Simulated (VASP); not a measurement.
# GaN (I-4m2) in VASP: further runs

GaN is run at these levels: r2SCAN; tasks: single point.

Program: VASP 6.6.1. These are calculated values, not measurements. Logs are shortened: lines on timing, memory, paths and dates and some standing lists are left out, and cuts for length are marked.

## 1. The cell of the first run

Symmetry: I-4m2, No. 119, tetragonal system. Conventional cell: a = 2.932 Å, b = 2.932 Å, c = 4.507 Å, α = 90.00°, β = 90.00°, γ = 90.00°. Ga (site symmetry -4m2) has 4 N at 1.85 Å within 2.5 Å. Within 2.5 Å of N (site symmetry -4m2) lie 4 Ga at 1.85 Å.

## 2. Single point, r2SCAN (strain -0.080 along x and y, +0.000 along z)

Contents of POSCAR:

```
GaN
1.0
    0.0000000000      2.0732205589      2.2535006075
    2.0732205589      0.0000000000      2.2535006075
    2.0732205589      2.0732205589      0.0000000000
Ga N
1 1
Direct
    0.0000000000      0.0000000000      0.0000000000
    0.7500000000      0.7500000000      0.7500000000
```

Contents of INCAR.step1:

```
SYSTEM = GaN
PREC = Accurate
ENCUT = 520
ISMEAR = 0
SIGMA = 0.05
LREAL = .False.
LASPH = .True.
NELM = 100
NBANDS = 16
GGA = PE
ALGO = Normal
EDIFF = 1E-4
LWAVE = .True.
LCHARG = .False.
```

Contents of INCAR.step2:

```
SYSTEM = GaN
PREC = Accurate
ENCUT = 520
EDIFF = 1E-6
ISMEAR = 0
SIGMA = 0.05
LREAL = .False.
LASPH = .True.
NELM = 100
ALGO = Normal
ISIF = 2
LWAVE = .False.
LCHARG = .False.
METAGGA = R2SCAN
LMIXTAU = .True.
NBANDS = 16
ISTART = 1
```

Contents of KPOINTS:

```
regular mesh
0
Gamma
  10 10 10
  0 0 0
```

Potentials or basis: VASP PAW PBE potentials, release 64 (Ga_d, N).

Launch:

```console
cat potpaw_PBE.64/Ga_d/POTCAR potpaw_PBE.64/N/POTCAR > POTCAR
cp INCAR.step1 INCAR
mpirun -np 1 vasp_std > vasp.out
cp INCAR.step2 INCAR
mpirun -np 1 vasp_std > vasp.out
```

OUTCAR:

```text
SYSTEM = GaN
   PREC = Accurate
   ENCUT = 520
   EDIFF = 1E-6
   ISMEAR = 0
   LREAL = .False.
   LASPH = .True.
   NELM = 100
   ISIF = 2
   METAGGA = R2SCAN
   ISTART = 1

 ion  position               nearest neighbor table
   1  0.000  0.000  0.000-   2 1.85   2 1.85   2 1.85   2 1.85
   2  0.750  0.750  0.750-   1 1.85   1 1.85   1 1.85   1 1.85

  LATTYP: Found a body centered tetragonal cell.
 ALAT       =     2.9319766322
 C/A-ratio  =     1.5371886548

  Lattice vectors:

 A1 = (  -2.0732205589,   0.0000000000,   2.2535006075)
 A2 = (   2.0732205589,   0.0000000000,   2.2535006075)
 A3 = (   0.0000000000,   2.0732205589,  -2.2535006075)

Analysis of symmetry for initial positions (statically):
=====================================================================
 Subroutine PRICEL returns:
 Original cell was already a primitive cell.

 Routine SETGRP: Setting up the symmetry group for a
 body centered tetragonal supercell.

 Subroutine GETGRP returns: Found  8 space group operations
 (whereof  8 operations were pure point group operations)
 out of a pool of 16 trial point group operations.

The static configuration has the point symmetry D_2d.

Analysis of symmetry for dynamics (positions and initial velocities):
=====================================================================
 Subroutine PRICEL returns:
 Original cell was already a primitive cell.

 Routine SETGRP: Setting up the symmetry group for a
 body centered tetragonal supercell.

 Subroutine GETGRP returns: Found  8 space group operations
 (whereof  8 operations were pure point group operations)
 out of a pool of 16 trial point group operations.

The dynamic configuration has the point symmetry D_2d.

 Subroutine INISYM returns: Found  8 space group operations
 (whereof  8 operations are pure point group operations),
 and found     1 'primitive' translations

----------------------------------------------------------------------------------------

                                     Primitive cell

  volume of cell :      19.3722

  direct lattice vectors                    reciprocal lattice vectors
     0.000000000  2.073220559  2.253500607    -0.241170674  0.241170674  0.221877020
     2.073220559  0.000000000  2.253500607     0.241170674 -0.241170674  0.221877020
     2.073220559  2.073220559  0.000000000     0.241170674  0.241170674 -0.221877020

  length of vectors
     3.062108501  3.062108501  2.931976632     0.406885734  0.406885734  0.406885734

  position of ions in fractional coordinates (direct lattice)
     0.000000000  0.000000000  0.000000000
     0.750000000  0.750000000  0.750000000

  ion indices of the primitive-cell ions
   primitive index   ion index
                 1           1
                 2           2

----------------------------------------------------------------------------------------

 KPOINTS: regular mesh

Automatic generation of k-mesh.
 Grid dimensions read from file:
 generate k-points for:   10   10   10

 Generating k-lattice:

  Cartesian coordinates                     Fractional coordinates (reciprocal lattice)
    -0.024117067  0.024117067  0.022187702     0.100000000  0.000000000  0.000000000
     0.024117067 -0.024117067  0.022187702     0.000000000  0.100000000  0.000000000
     0.024117067  0.024117067 -0.022187702     0.000000000  0.000000000  0.100000000

  Length of vectors
     0.040688573  0.040688573  0.040688573

  Shift w.r.t. Gamma in fractional coordinates (k-lattice)
     0.000000000  0.000000000  0.000000000

 Subroutine IBZKPT returns following result:
 ===========================================

 Found    102 irreducible k-points:

 Following reciprocal coordinates:
            Coordinates               Weight
  0.000000  0.000000  0.000000      1.000000
  0.100000  0.000000  0.000000      8.000000
  0.200000  0.000000  0.000000      8.000000
  0.300000  0.000000  0.000000      8.000000
  0.400000  0.000000  0.000000      8.000000
  0.500000  0.000000  0.000000      4.000000
[... 16 lines left out ...]
  0.300000  0.300000  0.000000      2.000000
  0.400000  0.300000  0.000000      8.000000
 [... further k-points ...]
   k-points           NKPTS =    102   k-points in BZ     NKDIM =    102   number of bands    NBANDS=     16
   number of dos      NEDOS =    301   number of ions     NIONS =      2
   total plane-waves  NPLWV =  13824
   dimension x,y,z NGX =    24 NGY =   24 NGZ =   24
   dimension x,y,z NGXF=    48 NGYF=   48 NGZF=   48
   ions per type =               1   1
   NGX,Y,Z   is equivalent  to a cutoff of  13.03, 13.03, 13.61 a.u.
   NGXF,Y,Z  is equivalent  to a cutoff of  26.06, 26.06, 27.22 a.u.
 SYSTEM =  GaN
   PREC   = accura    normal or accurate (medium, high low for compatibility)
   ISTART =      1    job   : 0-new  1-cont  2-samecut
   ICHARG =      0    charge: 1-file 2-atom 10-const
   ISPIN  =      1    spin polarized calculation?
   LNONCOLLINEAR =      F non collinear calculations
   LSORBIT =      F    spin-orbit coupling
   LASPH  =      T    aspherical Exc in radial PAW
   ENCUT  =  520.0 eV  38.22 Ry    6.18 a.u.   5.69  5.69  5.45*2*pi/ulx,y,z
   NELM   =    100;   NELMIN=  2; NELMDL=  0     # of ELM steps
   EDIFF  = 0.1E-05   stopping-criterion for ELM
   LREAL  =      F    real-space projection
   EDIFFG = 0.1E-04   stopping-criterion for IOM
   NSW    =      0    number of steps for IOM
   IBRION =     -1    ionic relax: 0-MD 1-quasi-New 2-CG
   NFREE  =      0    steps in history (QN), initial steepest desc. (CG)
   ISIF   =      2    stress and relaxation
   ISYM   =      2    0-nonsym 1-usesym 2-fastsym
   POTIM  = 0.5000    time-step for ionic-motion
   TEBEG  =    0.0;   TEEND  =   0.0 temperature during run
   PSTRESS=    0.0 pullay stress
   NELECT =      18.0000    total number of electrons
   NUPDOWN=      -1.0000    fix difference up-down
   EMIN   =  10.00;   EMAX   =-10.00  energy-range for DOS
   EFERMI =   0.00;   METHOD = LEGACY
   ISMEAR =     0;   SIGMA  =   0.05  broadening in eV -4-tet -1-fermi 0-gaus
   EFERMI_NEDOS =   21; number of points for ismear=-14 and -15
   IALGO  =     38    algorithm
   IMIX   =      4    mixing-type and parameters
     AMIX     =   0.40;   BMIX     =  1.00
     AMIX_MAG =   1.60;   BMIX_MAG =  1.00
  volume/ion in A,a.u.               =       9.69        65.36
  Fermi-wavevector in a.u.,A,eV,Ry     =   1.597495  3.018827 34.721924  2.551989
  Thomas-Fermi vector in A             =   2.695092
   LORBIT       =      0    0 simple, 1 ext, 2 COOP (PROOUT), +10 PAW based schemes
   METAGGA = R2SCAN    functional components
   LHFCALC =     F    Hartree Fock is set to
   AEXX    =    0.0000 exact exchange contribution
   IVDW    =     0    specifies the selected vdW correction
   LEPSILON=     F    determine dielectric tensor
   LRPA    =     F    only Hartree local field effects (RPA)
 non-spin polarized calculation
 Gauss-broadening in eV      SIGMA  =   0.05
  energy-cutoff  :      520.00
  volume of cell :       19.37
 maximum number of plane-waves:       541
   NGX = 11   NGY = 11   NGZ = 11

 number of electron      18.0000005 magnetization

 Free energy of the ion-electron system (eV)
  ---------------------------------------------------
  ext. energy  EPLUGINS =         0.00000000
  ---------------------------------------------------
  free energy    TOTEN  =       -21.42139052 eV

  energy without entropy =      -21.42139052  energy(sigma->0) =      -21.42139052

 E-fermi :   7.3866     XC(G=0): -13.6585

 val. band max:        7.1704395172   @ k =   0.0000   0.0000   0.0000
 cond. band min:      10.2231536557   @ k =   0.0000   0.0000   0.0000
 fundamental gap:      3.0527141385
 Fermi energy:         7.3865734958

 k-point     1 :       0.0000    0.0000    0.0000
  band No.  band energies     occupation
      1     -11.3048      2.00000
      2      -7.1801      2.00000
      3      -7.0542      2.00000
      4      -7.0542      2.00000
      5      -6.5539      2.00000
      6      -6.5214      2.00000
[... 8 lines left out ...]
     15      26.8426      0.00000
     16      28.0535      0.00000

 k-point     2 :       0.1000    0.0000    0.0000
  band No.  band energies     occupation
      1     -11.1568      2.00000
      2      -7.1512      2.00000
      3      -7.0320      2.00000
      4      -7.0315      2.00000
      5      -6.5518      2.00000
      6      -6.5271      2.00000
[... 8 lines left out ...]
     15      27.6384      0.00000
     16      27.6636      0.00000

 k-point     3 :       0.2000    0.0000    0.0000
  band No.  band energies     occupation
      1     -10.7628      2.00000
      2      -7.0785      2.00000
      3      -6.9788      2.00000
      4      -6.9174      2.00000
      5      -6.5364      2.00000
      6      -6.5357      2.00000
[... 8 lines left out ...]
     15      26.4002      0.00000
     16      26.6304      0.00000

 k-point     4 :       0.3000    0.0000    0.0000
  band No.  band energies     occupation
      1     -10.2806      2.00000
      2      -7.0251      2.00000
      3      -6.9271      2.00000
      4      -6.5832      2.00000
      5      -6.5318      2.00000
      6      -6.4589      2.00000
[... 8 lines left out ...]
     15      26.6619      0.00000
     16      27.0210      0.00000
[... 324 lines left out ...]
 k-point    22 :      -0.2000    0.2000    0.0000
  band No.  band energies     occupation
      1     -10.0990      2.00000
      2      -7.0027      2.00000
      3      -6.8872      2.00000
      4      -6.6736      2.00000
      5      -6.5842      2.00000
      6      -6.1579      2.00000
[... 8 lines left out ...]
     15      27.5762      0.00000
     16      29.6190      0.00000

 k-point    23 :       0.3000    0.3000    0.0000
  band No.  band energies     occupation
      1     -10.0655      2.00000
      2      -6.9213      2.00000
      3      -6.7553      2.00000
      4      -6.7553      2.00000
      5      -6.4642      2.00000
      6      -6.4599      2.00000
[... 8 lines left out ...]
     15      32.9067      0.00000
     16      34.1962      0.00000

 k-point    24 :       0.4000    0.3000    0.0000
  band No.  band energies     occupation
      1      -9.8002      2.00000
      2      -6.9044      2.00000
      3      -6.7100      2.00000
      4      -6.6977      2.00000
      5      -6.4564      2.00000
      6      -6.0579      2.00000
[... 8 lines left out ...]
     15      32.9905      0.00000
     16      33.5439      0.00000

 [... further k-points ...]

------------------------ aborting loop because EDIFF is reached ----------------------------------------

  FORCE on cell =-STRESS in cart. coord.  units (eV):
  Direction    XX          YY          ZZ          XY          YZ          ZX
  --------------------------------------------------------------------------------------
  -------------------------------------------------------------------------------------
  Total        5.9885177      5.9885177      4.6021303      0.0000000      0.0000000      0.0000000
  in kB      495.2805005    495.2805005    380.6193022      0.0000000      0.0000000      0.0000000
  external PRESSURE =     457.0601011 kB  Pullay stress =       0.0000000 kB

 VOLUME and BASIS-vectors are now :
 -----------------------------------------------------------------------------
  energy-cutoff  :      520.00
  volume of cell :       19.37
      direct lattice vectors                 reciprocal lattice vectors
     0.000000000  2.073220559  2.253500607    -0.241170674  0.241170674  0.221877020
     2.073220559  0.000000000  2.253500607     0.241170674 -0.241170674  0.221877020
     2.073220559  2.073220559  0.000000000     0.241170674  0.241170674 -0.221877020

 POSITION                                       TOTAL-FORCE (eV/Angst)
 -----------------------------------------------------------------------------------
      0.00000      0.00000      0.00000         0.000000      0.000000      0.000000
      3.10983      3.10983      3.38025        -0.000000     -0.000000     -0.000000
 -----------------------------------------------------------------------------------
    total drift:                               -0.000002     -0.000002     -0.000007

  FREE ENERGIE OF THE ION-ELECTRON SYSTEM (eV)
  ---------------------------------------------------
  free  energy   TOTEN  =       -21.4213905156 eV

  energy  without entropy=      -21.4213905156  energy(sigma->0) =      -21.42139052
```

Wall time 35 s (1 thread of Intel Xeon 6975P-C (Granite Rapids), shared host); peak memory 0.16 GiB.

Results:

```yaml
Free_energy: -21.4214 eV
Pressure: 45.7 GPa
Band_gap_on_the_k_mesh: 3.05 eV
```

Caveat: the cell differs from its parent crystal (strain -0.080 along x and y, +0.000 along z); the stress differs along the axes, from 38 to 50 GPa; the PAW data sets were made with another functional, which shifts forces and pressure a little. A k mesh can miss the band edges.

## 3. Single point, r2SCAN (strain -0.040 along x and y, +0.000 along z)

Contents of POSCAR:

```
GaN
1.0
    0.0000000000      2.1633605832      2.2535006075
    2.1633605832      0.0000000000      2.2535006075
    2.1633605832      2.1633605832      0.0000000000
Ga N
1 1
Direct
    0.0000000000      0.0000000000      0.0000000000
    0.7500000000      0.7500000000      0.7500000000
```

Contents of INCAR.step1:

```
  ALGO = Normal
  EDIFF = 1E-4
  ENCUT = 520
  GGA = PE
  ISMEAR = 0
  LASPH = T
  LCHARG = F
  LREAL = F
  LWAVE = T
  NBANDS = 16
  NELM = 100
  PREC = Accurate
  SIGMA = 0.05
```

Contents of INCAR.step2:

```
  ALGO = Normal
  EDIFF = 1E-7
  ENCUT = 520
  ISIF = 2
  ISMEAR = 0
  ISTART = 1
  LASPH = T
  LCHARG = F
  LMIXTAU = T
  LREAL = F
  LWAVE = F
  METAGGA = R2SCAN
  NBANDS = 16
  NELM = 100
  PREC = Accurate
  SIGMA = 0.05
```

Contents of KPOINTS:

```
k-points
0
Gamma
  10 10 10
```

Potentials or basis: VASP PAW PBE potentials, release 64 (Ga_d, N).

Launch:

```console
cat potpaw_PBE.64/Ga_d/POTCAR potpaw_PBE.64/N/POTCAR > POTCAR
cp INCAR.step1 INCAR
mpirun -np 1 vasp_std > vasp.out
cp INCAR.step2 INCAR
mpirun -np 1 vasp_std > vasp.out
```

It took 49 s on 1 thread of Intel Xeon 6975P-C (Granite Rapids), shared host; peak memory 0.16 GiB.

The run converged. Its results:

* Free energy: -21.7884 eV
* Pressure: 18.6 GPa
* Band gap on the k mesh: 2.59 eV

Stress tensor (GPa, compression positive):
```
20.42  0.00  0.00
 0.00 20.42  0.00
 0.00  0.00 14.95
```

Levels at points of the mesh, in eV from the valence-band top:
```tsv
k point	band 5	band 6	band 7	band 8	band 9	band 10	band 11	band 12	band 13	band 14
(0.00, 0.00, 0.00)	-13.55	-13.55	-0.21	0.00	0.00	2.59	11.44	11.44	11.56	19.37
(0.50, 0.00, 0.00)	-13.48	-12.40	-7.79	-1.35	-1.00	5.62	9.81	11.10	11.72	17.16
(0.50, 0.50, 0.00)	-13.46	-12.19	-6.96	-2.93	-2.93	3.95	8.15	12.72	15.95	15.95
(0.50, 0.00, 0.50)	-13.45	-11.96	-6.48	-3.28	-3.25	3.63	7.42	13.39	15.15	16.27
```

Caveat: the cell differs from its parent crystal (strain -0.040 along x and y, +0.000 along z); the stress differs along the axes, from 15 to 20 GPa; the PAW data sets were made with another functional, which shifts forces and pressure a little.

(Continued in part 2 of 2.)
